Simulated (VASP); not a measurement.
# TaSiSe in VASP: single point with PBE

Aim: the single point of TaSiSe with PBE.

All numbers are computed with VASP 6.6.1; they aren't measurements. Logs are shortened: lines on timing, memory, paths and dates and some standing lists are left out, and cuts for length are marked.

**1. The cell of the first run**

The cell holds a sheet with vacuum, 3 atoms: a = 3.362 Å, b = 3.381 Å, c = 18.000 Å, α = 90.00°, β = 90.00°, γ = 119.81°.

**2. Single point, PBE**

INCAR

```
SYSTEM = TaSiSe
PREC = Accurate
ENCUT = 520
EDIFF = 1E-6
ISMEAR = 0
SIGMA = 0.1
LREAL = .False.
LASPH = .True.
NELM = 100
ALGO = Normal
ISIF = 2
LWAVE = .False.
LCHARG = .False.
LDIPOL = .True.
IDIPOL = 3
DIPOL = 0.5 0.5 0.501
GGA = PE
NBANDS = 18
```

KPOINTS

```
regular mesh
0
Gamma
  6 6 1
  0 0 0
```

POSCAR

```
TaSiSe
1.0
    3.3617903800      0.0000000000      0.0000000000
   -1.6808951900      2.9333365400      0.0000000000
    0.0000000000      0.0000000000     18.0000000000
Ta Si Se
1 1 1
Direct
    0.0000000000      0.0000000000      0.5030000000
    0.6659999900      0.3319999900      0.5894552300
    0.6659999900      0.3319999900      0.4105447700
```

Potentials or basis: VASP PAW PBE potentials, release 64 (Ta_pv, Si, Se).

Started as:

```
cat potpaw_PBE.64/Ta_pv/POTCAR potpaw_PBE.64/Si/POTCAR potpaw_PBE.64/Se/POTCAR > POTCAR
mpirun -np 1 vasp_std > vasp.out
```

OUTCAR:

```text
SYSTEM = TaSiSe
   PREC = Accurate
   ENCUT = 520
   EDIFF = 1E-6
   ISMEAR = 0
   LREAL = .False.
   LASPH = .True.
   NELM = 100
   ISIF = 2
   GGA = PE

 ion  position               nearest neighbor table
   1  0.000  0.000  0.503-   2 2.49   2 2.49   2 2.50   3 2.56   3 2.56   3 2.57
   2  0.666  0.332  0.589-   1 2.49   1 2.49   1 2.50
   3  0.666  0.332  0.411-   1 2.56   1 2.56   1 2.57

  LATTYP: Found a base centered orthorhombic cell.
 ALAT       =     3.3617903800
 B/A-ratio  =     1.7451037741
 C/A-ratio  =     5.3542898174

  Lattice vectors:

 A1 = (   1.6808951900,  -2.9333365400,   0.0000000000)
 A2 = (   1.6808951900,   2.9333365400,   0.0000000000)
 A3 = (   0.0000000000,   0.0000000000,  18.0000000000)

Analysis of symmetry for initial positions (statically):
=====================================================================
 Subroutine PRICEL returns:
 Original cell was already a primitive cell.

 Routine SETGRP: Setting up the symmetry group for a
 base centered orthorhombic supercell.

 Subroutine GETGRP returns: Found  2 space group operations
 (whereof  2 operations were pure point group operations)
 out of a pool of  8 trial point group operations.

The static configuration has the point symmetry C_1h.

Analysis of symmetry for dynamics (positions and initial velocities):
=====================================================================
 Subroutine PRICEL returns:
 Original cell was already a primitive cell.

 Routine SETGRP: Setting up the symmetry group for a
 base centered orthorhombic supercell.

 Subroutine GETGRP returns: Found  2 space group operations
 (whereof  2 operations were pure point group operations)
 out of a pool of  8 trial point group operations.

The dynamic configuration has the point symmetry C_1h.

 Subroutine INISYM returns: Found  2 space group operations
 (whereof  2 operations are pure point group operations),
 and found     1 'primitive' translations

----------------------------------------------------------------------------------------

                                     Primitive cell

  volume of cell :     177.5027

  direct lattice vectors                    reciprocal lattice vectors
     3.361790380  0.000000000  0.000000000     0.297460545  0.170454359  0.000000000
    -1.680895190  2.933336540  0.000000000     0.000000000  0.340908718  0.000000000
     0.000000000  0.000000000 18.000000000     0.000000000  0.000000000  0.055555556

  length of vectors
     3.361790380  3.380809355 18.000000000     0.342837373  0.340908718  0.055555556

  position of ions in fractional coordinates (direct lattice)
     0.000000000  0.000000000  0.503000000
     0.665999990  0.331999990  0.589455230
     0.665999990  0.331999990  0.410544770

  ion indices of the primitive-cell ions
   primitive index   ion index
                 1           1
                 2           2
                 3           3

----------------------------------------------------------------------------------------

 KPOINTS: regular mesh

Automatic generation of k-mesh.
 Grid dimensions read from file:
 generate k-points for:    6    6    1

 Generating k-lattice:

  Cartesian coordinates                     Fractional coordinates (reciprocal lattice)
     0.049576758  0.028409060  0.000000000     0.166666667  0.000000000  0.000000000
     0.000000000  0.056818120  0.000000000     0.000000000  0.166666667  0.000000000
     0.000000000  0.000000000  0.055555556     0.000000000  0.000000000  1.000000000

  Length of vectors
     0.057139562  0.056818120  0.055555556

  Shift w.r.t. Gamma in fractional coordinates (k-lattice)
     0.000000000  0.000000000  0.000000000

 Subroutine IBZKPT returns following result:
 ===========================================

 Found     13 irreducible k-points:

 Following reciprocal coordinates:
            Coordinates               Weight
  0.000000  0.000000  0.000000      1.000000
  0.166667  0.000000  0.000000      4.000000
  0.333333  0.000000  0.000000      4.000000
  0.500000  0.000000  0.000000      2.000000
  0.000000  0.166667  0.000000      2.000000
  0.166667  0.166667  0.000000      4.000000
  0.333333  0.166667  0.000000      4.000000
  0.500000  0.166667  0.000000      4.000000
 -0.333333  0.166667  0.000000      2.000000
  0.000000  0.333333  0.000000      2.000000
  0.166667  0.333333  0.000000      4.000000
  0.333333  0.333333  0.000000      2.000000
  0.000000  0.500000  0.000000      1.000000
   k-points           NKPTS =     13   k-points in BZ     NKDIM =     13   number of bands    NBANDS=     18
   number of dos      NEDOS =    301   number of ions     NIONS =      3
   total plane-waves  NPLWV = 109760
   dimension x,y,z NGX =    28 NGY =   28 NGZ =  140
   dimension x,y,z NGXF=    56 NGYF=   56 NGZF=  280
   ions per type =               1   1   1
   NGX,Y,Z   is equivalent  to a cutoff of  13.85, 13.77, 12.93 a.u.
   NGXF,Y,Z  is equivalent  to a cutoff of  27.69, 27.54, 25.86 a.u.
 SYSTEM =  TaSiSe
   PREC   = accura    normal or accurate (medium, high low for compatibility)
   ISTART =      0    job   : 0-new  1-cont  2-samecut
   ICHARG =      2    charge: 1-file 2-atom 10-const
   ISPIN  =      1    spin polarized calculation?
   LNONCOLLINEAR =      F non collinear calculations
   LSORBIT =      F    spin-orbit coupling
   LASPH  =      T    aspherical Exc in radial PAW
   ENCUT  =  520.0 eV  38.22 Ry    6.18 a.u.   6.25  6.29 33.47*2*pi/ulx,y,z
   NELM   =    100;   NELMIN=  2; NELMDL= -5     # of ELM steps
   EDIFF  = 0.1E-05   stopping-criterion for ELM
   LREAL  =      F    real-space projection
   EDIFFG = 0.1E-04   stopping-criterion for IOM
   NSW    =      0    number of steps for IOM
   IBRION =     -1    ionic relax: 0-MD 1-quasi-New 2-CG
   NFREE  =      0    steps in history (QN), initial steepest desc. (CG)
   ISIF   =      2    stress and relaxation
   ISYM   =      2    0-nonsym 1-usesym 2-fastsym
   POTIM  = 0.5000    time-step for ionic-motion
   TEBEG  =    0.0;   TEEND  =   0.0 temperature during run
   PSTRESS=    0.0 pullay stress
   NELECT =      21.0000    total number of electrons
   NUPDOWN=      -1.0000    fix difference up-down
   EMIN   =  10.00;   EMAX   =-10.00  energy-range for DOS
   EFERMI =   0.00;   METHOD = LEGACY
   ISMEAR =     0;   SIGMA  =   0.10  broadening in eV -4-tet -1-fermi 0-gaus
   EFERMI_NEDOS =   21; number of points for ismear=-14 and -15
   IALGO  =     38    algorithm
   IMIX   =      4    mixing-type and parameters
     AMIX     =   0.40;   BMIX     =  1.00
     AMIX_MAG =   1.60;   BMIX_MAG =  1.00
  volume/ion in A,a.u.               =      59.17       399.28
  Fermi-wavevector in a.u.,A,eV,Ry     =   0.803673  1.518722  8.787879  0.645891
  Thomas-Fermi vector in A             =   1.911585
   LORBIT       =      0    0 simple, 1 ext, 2 COOP (PROOUT), +10 PAW based schemes
   GGA     = PE    functional components
   LHFCALC =     F    Hartree Fock is set to
   AEXX    =    0.0000 exact exchange contribution
   IVDW    =     0    specifies the selected vdW correction
   LEPSILON=     F    determine dielectric tensor
   LRPA    =     F    only Hartree local field effects (RPA)
 non-spin polarized calculation
 Gauss-broadening in eV      SIGMA  =   0.10
  energy-cutoff  :      520.00
  volume of cell :      177.50
 maximum number of plane-waves:      4803
 NGX is ok and might be reduce to    28
   NGX = 13   NGY = 13   NGZ = 67

 number of electron      21.0000001 magnetization

 dipolmoment           0.000000      0.000000     -0.054927 electrons x Angstroem

 Free energy of the ion-electron system (eV)
  ---------------------------------------------------
  ext. energy  EPLUGINS =         0.00000000
  ---------------------------------------------------
  free energy    TOTEN  =       -20.21337461 eV

  energy without entropy =      -20.17918097  energy(sigma->0) =      -20.19627779

 E-fermi :  -1.2824     XC(G=0):  -4.2463

 val. band max:       -1.2897960684   @ k =   0.3333   0.1667   0.0000
 cond. band min:      -1.2748697675   @ k =   0.5000   0.1667   0.0000
 fundamental gap:      0.0149263009
 Fermi energy:        -1.2823746986

 k-point     1 :       0.0000    0.0000    0.0000
  band No.  band energies     occupation
      1     -35.5598      2.00000
      2     -35.4839      2.00000
      3     -35.4815      2.00000
      4     -15.3755      2.00000
      5     -10.5352      2.00000
      6      -6.4346      2.00000
[... 10 lines left out ...]
     17       4.0796      0.00000
     18       4.7602      0.00000

 k-point     2 :       0.1667    0.0000    0.0000
  band No.  band energies     occupation
      1     -35.5531      2.00000
      2     -35.5454      2.00000
      3     -35.4995      2.00000
      4     -15.0664      2.00000
      5     -10.1659      2.00000
      6      -6.0260      2.00000
[... 10 lines left out ...]
     17       4.0689      0.00000
     18       4.6504      0.00000

 k-point     3 :       0.3333    0.0000    0.0000
  band No.  band energies     occupation
      1     -35.6876      2.00000
      2     -35.5325      2.00000
      3     -35.5202      2.00000
      4     -14.3747      2.00000
      5      -9.2276      2.00000
      6      -6.0166      2.00000
[... 10 lines left out ...]
     17       4.8506      0.00000
     18       5.1295      0.00000

 k-point     4 :       0.5000    0.0000    0.0000
  band No.  band energies     occupation
      1     -35.7541      2.00000
      2     -35.5482      2.00000
      3     -35.5076      2.00000
      4     -13.9721      2.00000
      5      -8.5435      2.00000
      6      -6.7130      2.00000
[... 144 lines left out ...]
      4     -14.0007      2.00000
      5      -8.5275      2.00000
      6      -6.3785      2.00000
[... 10 lines left out ...]
     17       4.6506      0.00000
     18       5.8291      0.00000

 k-point    12 :       0.3333    0.3333    0.0000
  band No.  band energies     occupation
      1     -35.6866      2.00000
      2     -35.6556      2.00000
      3     -35.5018      2.00000
      4     -13.7825      2.00000
      5      -7.9785      2.00000
      6      -6.0494      2.00000
[... 10 lines left out ...]
     17       5.0985      0.00000
     18       5.6742      0.00000

 k-point    13 :       0.0000    0.5000    0.0000
  band No.  band energies     occupation
      1     -35.7498      2.00000
      2     -35.5429      2.00000
      3     -35.5093      2.00000
      4     -13.9982      2.00000
      5      -8.5748      2.00000
      6      -6.7255      2.00000
[... 10 lines left out ...]
     17       4.9423      0.00000
     18       5.6746      0.00000

------------------------ aborting loop because EDIFF is reached ----------------------------------------

 vacuum level on the upper side and lower side of the slab       (xc-potential included)        -0.497         0.480

  FORCE on cell =-STRESS in cart. coord.  units (eV):
  Direction    XX          YY          ZZ          XY          YZ          ZX
  --------------------------------------------------------------------------------------
  -------------------------------------------------------------------------------------
  Total        2.1364665      2.0754701      4.4157617      0.0000000      0.0569010      0.0000000
  in kB       19.2842007     18.7336339     39.8576039      0.0000000      0.5136005      0.0000000
  external PRESSURE =      25.9584795 kB  Pullay stress =       0.0000000 kB

 VOLUME and BASIS-vectors are now :
 -----------------------------------------------------------------------------
  energy-cutoff  :      520.00
  volume of cell :      177.50
      direct lattice vectors                 reciprocal lattice vectors
     3.361790380  0.000000000  0.000000000     0.297460545  0.170454359  0.000000000
    -1.680895190  2.933336540  0.000000000     0.000000000  0.340908718  0.000000000
     0.000000000  0.000000000 18.000000000     0.000000000  0.000000000  0.055555556

 POSITION                                       TOTAL-FORCE (eV/Angst)
 -----------------------------------------------------------------------------------
      0.00000      0.00000      9.05400         0.000000     -0.118386      0.171621
      1.68090      0.97387     10.61019        -0.000000      0.078859      1.284719
      1.68090      0.97387      7.38981        -0.000000      0.039527     -1.456340
 -----------------------------------------------------------------------------------
    total drift:                                0.000006     -0.000111      0.000083

  FREE ENERGIE OF THE ION-ELECTRON SYSTEM (eV)
  ---------------------------------------------------
  free  energy   TOTEN  =       -20.2133746148 eV

  energy  without entropy=      -20.1791809691  energy(sigma->0) =      -20.19627779

 vacuum level on the upper side and lower side of the slab         2.883         3.890
```

Wall time 64 s (1 thread of Intel Xeon Platinum 8375C at 2.90GHz (Ice Lake), shared host); peak memory 0.34 GiB.

What came out:

| Property | Result |
| --- | --- |
| Free energy | -20.2134 eV |
| Largest force | 1.457 eV/Å |

Forces on the atoms (eV/Å):
```
Ta   0.000 -0.118  0.172
Si   0.000  0.079  1.285
Se   0.000  0.040 -1.456
```

Caveat: spin-orbit coupling is left out, which moves the levels of the heavy elements.
